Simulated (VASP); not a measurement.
Crystal: SiSnGe2.

```
Si Sn Ge
1.0
     4.09861    0.00000    0.00000
     0.00000    4.09861    0.00000
     0.00000    0.00000    5.79632
Si Sn Ge
1 1 2
Direct
  0.00000 0.00000 0.00000
  0.50000 0.50000 0.50000
  0.50000 0.00000 0.75000
  0.00000 0.50000 0.25000
```

| Item | Value |
| --- | --- |
| Program | VASP 6.6.1 |
| Task | relaxation of cell and atoms |
| Functional | PBEsol |
| Potentials or basis | VASP PAW PBE potentials, release 64 (Si, Sn_d, Ge_d) |
| Cutoff | 600 eV |
| k mesh | 6 × 6 × 4 |
| Occupations | gaussian, width 0.1 eV |
| Spin | no spin polarisation |

At the start: pressure 2.0 GPa; volume 24.34 Å³/atom.

Task: How do energy, volume and symmetry change on relaxing?

Result: Over 4 steps the energy falls by 68.2 meV/atom and the volume is 24.61 Å³/atom (+1.1 %); space group P-4m2 (No. 115, to 0.1 Å) before and after.

The path:
```tsv
step	energy change (eV)	largest force (eV/Å)	pressure (GPa)	volume (Å³)
1	0.0000	1.8912	2.02	97.37
2	-0.2248	0.5848	-1.53	101.77
3	-0.2314	0.3385	-2.14	102.74
4	-0.2728	0.0402	0.15	98.43
```

Final structure:
```cif
data_structure
_symmetry_space_group_name_H-M 'P 1'
_symmetry_Int_Tables_number 1
_cell_length_a 4.1158
_cell_length_b 4.1158
_cell_length_c 5.8105
_cell_angle_alpha 90.000
_cell_angle_beta 90.000
_cell_angle_gamma 90.000
_cell_volume 98.43
loop_
_atom_site_label
_atom_site_type_symbol
_atom_site_fract_x
_atom_site_fract_y
_atom_site_fract_z
_atom_site_occupancy
Si1 Si 0.00000 0.00000 0.00000 1
Sn1 Sn 0.50000 0.50000 0.50000 1
Ge1 Ge 0.50000 0.00000 0.77528 1
Ge2 Ge 0.00000 0.50000 0.22472 1
```

Caveat: the PAW data sets were made with another functional, which shifts forces and pressure a little; the relaxation stopped at a loose force limit of 0.05 eV/Å, so its end isn't a converged minimum.
